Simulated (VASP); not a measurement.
# TlV (Fm-3m) in VASP: single point with PBE

Aim: the single point of TlV with PBE.

Everything below comes from runs of VASP 6.6.1. Logs are shortened: lines on timing, memory, paths and dates and some standing lists are left out, and cuts for length are marked.

### Step 1. The cell of the first run

It takes space group Fm-3m (No. 225, cubic). The conventional cell has a = 5.546 Å, b = 5.546 Å, c = 5.546 Å, α = 90.00°, β = 90.00°, γ = 90.00°. Within 3.7 Å of V (site symmetry m-3m) lie 6 Tl at 2.77 Å. Tl (site symmetry m-3m) has 6 V at 2.77 Å within 3.7 Å.

### Step 2. Single point, PBE, collinear spin, ferromagnetic start

Input file INCAR:

```
ALGO     = Normal         # electronic algorithm
EDIFF    = 1E-6           # SCF threshold, eV
ENCUT    = 500            # plane-wave cutoff, eV
GGA      = PE             # functional
GGA_COMPAT= F            
ISIF     = 2              # what is computed and relaxed
ISMEAR   = 0              # smearing method
ISPIN    = 2              # spin polarisation
LASPH    = T              # aspherical terms in the spheres
LCHARG   = F              # write CHGCAR
LMAXMIX  = 4              # l up to which the mixer works
LORBIT   = 11             # projections on sites
LREAL    = F              # projectors in reciprocal space
LWAVE    = F              # write WAVECAR
MAGMOM   = 2 0            # initial moments
NBANDS   = 24             # bands
NELM     = 200            # most SCF steps
PREC     = Accurate       # precision mode
SIGMA    = 0.1            # smearing width, eV
```

Input file KPOINTS:

```
k-points
0
Gamma
  6 6 6
```

Input file POSCAR:

```
TlV
1.0
    0.0000000000      2.7728952446      2.7728952446
    2.7728952446      0.0000000000      2.7728952446
    2.7728952446      2.7728952446      0.0000000000
V Tl
1 1
Direct
    0.5000000000      0.5000000000      0.5000000000
    0.0000000000      0.0000000000      0.0000000000
```

Potentials or basis: VASP PAW PBE potentials, release 64 (V_sv, Tl_d).

Launch:

```sh
> cat potpaw_PBE.64/V_sv/POTCAR potpaw_PBE.64/Tl_d/POTCAR > POTCAR
> mpirun -np 1 vasp_std > vasp.out
```

OUTCAR:

```text
EDIFF = 1E-6
   ENCUT = 500
   GGA = PE
   ISIF = 2
   ISMEAR = 0
   ISPIN = 2
   LASPH = T
   LORBIT = 11
   LREAL = F
   NELM = 200
   PREC = Accurate

 ion  position               nearest neighbor table
   1  0.500  0.500  0.500-   2 2.77   2 2.77   2 2.77   2 2.77   2 2.77   2 2.77
   2  0.000  0.000  0.000-   1 2.77   1 2.77   1 2.77   1 2.77   1 2.77   1 2.77

  LATTYP: Found a face centered cubic cell.
 ALAT       =     5.5457904892

  Lattice vectors:

 A1 = (   0.0000000000,   2.7728952446,   2.7728952446)
 A2 = (   2.7728952446,   0.0000000000,   2.7728952446)
 A3 = (   2.7728952446,   2.7728952446,   0.0000000000)

Analysis of symmetry for initial positions (statically):
=====================================================================
 Subroutine PRICEL returns:
 Original cell was already a primitive cell.

 Routine SETGRP: Setting up the symmetry group for a
 face centered cubic supercell.

 Subroutine GETGRP returns: Found 48 space group operations
 (whereof 48 operations were pure point group operations)
 out of a pool of 48 trial point group operations.

The static configuration has the point symmetry O_h .

Analysis of symmetry for dynamics (positions and initial velocities):
=====================================================================
 Subroutine PRICEL returns:
 Original cell was already a primitive cell.

 Routine SETGRP: Setting up the symmetry group for a
 face centered cubic supercell.

 Subroutine GETGRP returns: Found 48 space group operations
 (whereof 48 operations were pure point group operations)
 out of a pool of 48 trial point group operations.

The dynamic configuration has the point symmetry O_h .

Analysis of structural, dynamic, and magnetic symmetry:
=====================================================================
 Subroutine PRICEL returns:
 Original cell was already a primitive cell.

 Routine SETGRP: Setting up the symmetry group for a
 face centered cubic supercell.

 Subroutine GETGRP returns: Found 48 space group operations
 (whereof 48 operations were pure point group operations)
 out of a pool of 48 trial point group operations.

The overall configuration has the point symmetry O_h .

 Subroutine INISYM returns: Found 48 space group operations
 (whereof 48 operations are pure point group operations),
[... 103 lines left out ...]
   EFERMI_NEDOS =   21; number of points for ismear=-14 and -15
   IALGO  =     38    algorithm
   IMIX   =      4    mixing-type and parameters
     AMIX     =   0.40;   BMIX     =  1.00
     AMIX_MAG =   1.60;   BMIX_MAG =  1.00
  volume/ion in A,a.u.               =      21.32       143.88
  Fermi-wavevector in a.u.,A,eV,Ry     =   1.388212  2.623340 26.220233  1.927133
  Thomas-Fermi vector in A             =   2.512360
   LORBIT       =     11    0 simple, 1 ext, 2 COOP (PROOUT), +10 PAW based schemes
   GGA     = PE    functional components
   LHFCALC =     F    Hartree Fock is set to
   AEXX    =    0.0000 exact exchange contribution
   IVDW    =     0    specifies the selected vdW correction
   LEPSILON=     F    determine dielectric tensor
   LRPA    =     F    only Hartree local field effects (RPA)
 spin polarized calculation
 Gauss-broadening in eV      SIGMA  =   0.10
  energy-cutoff  :      500.00
  volume of cell :       42.64
 maximum number of plane-waves:      1106
 NGX is ok and might be reduce to    30
   NGX = 15   NGY = 15   NGZ = 15

 number of electron      25.9999994 magnetization       0.3527980

 Free energy of the ion-electron system (eV)
  ---------------------------------------------------
  ext. energy  EPLUGINS =         0.00000000
  ---------------------------------------------------
  free energy    TOTEN  =        -9.17960675 eV

  energy without entropy =       -9.16883989  energy(sigma->0) =       -9.17422332

 E-fermi :   7.5178     XC(G=0): -11.0816

 val. band max:        7.4852261014   @ k =   0.3333   0.1667   0.0000
 cond. band min:       7.5694307825   @ k =   0.1667   0.0000   0.0000
 fundamental gap:      0.0842046811
 Fermi energy:         7.5177825762

 spin component 1

 k-point     1 :       0.0000    0.0000    0.0000
  band No.  band energies     occupation
      1     -57.1269      1.00000
      2     -30.9840      1.00000
      3     -30.9840      1.00000
      4     -30.9840      1.00000
      5      -4.0052      1.00000
      6      -4.0052      1.00000
[... 421 lines left out ...]
     23      23.4221      0.00000
     24      24.4277      0.00000
 Fermi energy:         7.5177825762

 spin component 2

 k-point     1 :       0.0000    0.0000    0.0000
  band No.  band energies     occupation
      1     -56.7506      1.00000
      2     -30.6111      1.00000
      3     -30.6111      1.00000
      4     -30.6111      1.00000
      5      -4.0151      1.00000
      6      -4.0151      1.00000
[... 421 lines left out ...]
     23      23.4014      0.00000
     24      24.4556      0.00000

------------------------ aborting loop because EDIFF is reached ----------------------------------------

  FORCE on cell =-STRESS in cart. coord.  units (eV):
  Direction    XX          YY          ZZ          XY          YZ          ZX
  --------------------------------------------------------------------------------------
  -------------------------------------------------------------------------------------
  Total       -0.3236394     -0.3236394     -0.3236394     -0.0000000     -0.0000000      0.0000000
  in kB      -12.1602234    -12.1602234    -12.1602234     -0.0000000     -0.0000000      0.0000000
  external PRESSURE =     -12.1602234 kB  Pullay stress =       0.0000000 kB

 VOLUME and BASIS-vectors are now :
 -----------------------------------------------------------------------------
  energy-cutoff  :      500.00
  volume of cell :       42.64
      direct lattice vectors                 reciprocal lattice vectors
     0.000000000  2.772895245  2.772895245    -0.180316945  0.180316945  0.180316945
     2.772895245  0.000000000  2.772895245     0.180316945 -0.180316945  0.180316945
     2.772895245  2.772895245  0.000000000     0.180316945  0.180316945 -0.180316945

 POSITION                                       TOTAL-FORCE (eV/Angst)
 -----------------------------------------------------------------------------------
      2.77290      2.77290      2.77290        -0.000000     -0.000000      0.000000
      0.00000      0.00000      0.00000         0.000000      0.000000     -0.000000
 -----------------------------------------------------------------------------------
    total drift:                                0.000000      0.000000      0.000000

  FREE ENERGIE OF THE ION-ELECTRON SYSTEM (eV)
  ---------------------------------------------------
  free  energy   TOTEN  =        -9.1796067456 eV

  energy  without entropy=       -9.1688398934  energy(sigma->0) =       -9.17422332

 total charge

# of ion       s       p       d       tot
------------------------------------------
    1        2.195   6.098   3.041  11.334
    2        1.078   0.781   9.612  11.471
--------------------------------------------------
tot          3.273   6.879  12.653  22.805

 magnetization (x)

# of ion       s       p       d       tot
------------------------------------------
    1       -0.001  -0.002   0.363   0.361
    2       -0.005  -0.025   0.005  -0.024
--------------------------------------------------
tot         -0.005  -0.026   0.369   0.337
```

Run time: 30 s. Hardware: 1 thread of AMD EPYC 7R13 (Zen 3), shared host; peak memory 0.16 GiB.

Results:

* Free energy: -9.1796 eV
* Pressure: -1.2 GPa
* Net moment: 0.35 μB per cell
* Site moments: V +0.36; Tl -0.02 μB
* Valence electrons inside the program's atomic spheres: V 11.33; Tl 11.47

Levels at points of the mesh, in eV from the Fermi level:
Spin up:
```csv
k point,band 10,band 11,band 12,band 13,band 14,band 15,band 16,band 17
"(0.00, 0.00, 0.00)",-9.40,-0.15,-0.15,-0.15,0.48,0.48,5.58,5.58
"(0.50, 0.00, 0.00)",-6.34,-4.01,-1.17,-1.17,0.21,0.21,0.71,7.08
"(0.50, 0.50, 0.00)",-6.26,-2.53,-0.70,0.42,0.42,0.66,1.50,1.50
```
Spin down:
```
           k point  band 11  band 12  band 13  band 14  band 15  band 16
(0.00, 0.00, 0.00)     0.29     0.29     0.29     0.61     0.61     5.56
(0.50, 0.00, 0.00)    -3.92    -1.04    -1.04     0.61     0.61     1.13
(0.50, 0.50, 0.00)    -2.52    -0.33     0.80     0.90     0.90     1.51
```

Caveat: a moment this small can come from the mesh or the smearing; spin-orbit coupling is left out, which moves the levels of the heavy elements.
